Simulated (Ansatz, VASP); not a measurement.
**C in VASP and in Ansatz**

File INCAR:

```
SYSTEM = C
PREC = Accurate
ENCUT = 520
EDIFF = 1E-7
ISMEAR = -1
SIGMA = 0.1
LREAL = .FALSE.
LASPH = .TRUE.
NELM = 60
ALGO = Normal
ISIF = 2
LWAVE = .FALSE.
LCHARG = .FALSE.
GGA = PS
NBANDS = 8
```

File KPOINTS:

```
regular mesh
0
G
  20 20 20
  0 0 0
```

Contents of POSCAR:

```
C
1.0
    1.7780649962      0.0000000000      0.0000000000
    0.0000000000      1.7780649962      0.0000000000
    0.0000000000      0.0000000000      1.7780649962
C
1
Direct
    0.0000000000      0.0000000000      0.0000000000
```

Input for Ansatz:

```yaml
crystal:
  lattice:
    - [1.7780649962, 0.0, 0.0]
    - [0.0, 1.7780649962, 0.0]
    - [0.0, 0.0, 1.7780649962]
  atoms:
    - { symbol: C, position: [0.0, 0.0, 0.0] }
hamiltonian:
  xc: pbesol
  pseudopotentials:
    kind: paw
    azcp:
      C: "pseudopotentials/C.paw.azcp"
basis:
  ecutwfc: 420
  fft_grid_basis: typed
kpoints:
  mp_grid: { grid: [20, 20, 20], shift: [0, 0, 0] }
magnetization:
  spin_polarized: false
scf:
  occupations: { method: fermi_dirac, width: 0.1 }
  lower_state_search: "off"
output:
  stress: true
```

Alike in both runs: task single point; functional PBEsol; k mesh 20 × 20 × 20; occupations fermi-dirac, width 0.1 eV; no spin polarisation.

|  | VASP | Ansatz |
| --- | --- | --- |
| version | VASP 6.6.1 | Ansatz 0.2.0 |
| potentials or method | VASP PAW PBE potentials, release 64 (C), cutoff 520 eV | plane waves (420 eV) with PAW, scalar-relativistic |
| valence electrons in the cell | 4 | 4 |

|  | VASP | Ansatz | Ansatz less VASP |
| --- | --- | --- | --- |
| pressure (GPa) | -8.3 | -8.7 | -0.38 |

VASP's potentials were made for PBE, not for PBEsol, and Ansatz warns of the same on its side. The functional is the same, so the differences come from potentials, cutoffs and numerics.
